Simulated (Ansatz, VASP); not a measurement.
**Rb in VASP and in Ansatz**

Contents of INCAR:

```
SYSTEM = Rb
PREC = Accurate
ENCUT = 600
EDIFF = 1E-6
ISMEAR = 0
SIGMA = 0.1
LREAL = .FALSE.
LASPH = .TRUE.
NELM = 80
ALGO = Normal
ISIF = 3
LWAVE = .FALSE.
LCHARG = .FALSE.
GGA = PE
IBRION = 2
NSW = 100
EDIFFG = -0.002
```

The input KPOINTS:

```
regular mesh
0
G
  10 10 10
  0 0 0
```

Contents of POSCAR:

```
Rb
1.0
   -2.8025000000      2.8025000000      2.8025000000
    2.8025000000     -2.8025000000      2.8025000000
    2.8025000000      2.8025000000     -2.8025000000
Rb
1
Direct
    0.0000000000      0.0000000000      0.0000000000
```

Input for Ansatz:

```yaml
crystal:
  lattice:
    - [-2.8025, 2.8025, 2.8025]
    - [2.8025, -2.8025, 2.8025]
    - [2.8025, 2.8025, -2.8025]
  atoms:
    - { symbol: Rb, position: [0.0, 0.0, 0.0] }
basis:
  ecutwfc: 420
kpoints:
  mp_grid: { grid: [10, 10, 10] }
hamiltonian:
  xc: pbe
  pseudopotentials: { kind: paw }
scf:
  occupations: { method: gaussian, width: 0.1 }
output:
  forces: true
  stress: true
  eigenvalues: true
  write_density: true
  write_potential: true
  elf: true
  volumetric_format: npy
relax:
  adjacent_minimum: "off"
  f_tol: 0.002
  max_steps: 80
  cell: { stress_tol: 0.02 }
```

Alike in both runs: task relaxation of cell and atoms; functional PBE; k mesh 10 × 10 × 10; occupations gaussian, width 0.1 eV; no spin polarisation.

```csv
,VASP,Ansatz
version,VASP 6.6.1,Ansatz 0.2.0
potentials or method,"VASP PAW PBE potentials, release 64 (Rb_sv), cutoff 600 eV","scalar-relativistic, plane waves, PAW"
valence electrons in the cell,9,9
```

|  | VASP | Ansatz | Ansatz less VASP |
| --- | --- | --- | --- |
| gap on the k mesh at the Fermi level, each at its own relaxed structure (eV) | none | none | - |
| relaxed volume (Å³/atom) | 91.23 | 91.14 | -0.086 |
| relaxed cell length with the largest relative difference (Å) | 4.912 | 4.910 | -0.0015 |

A gap of «none» marks a metal or a gap that the smearing closes.
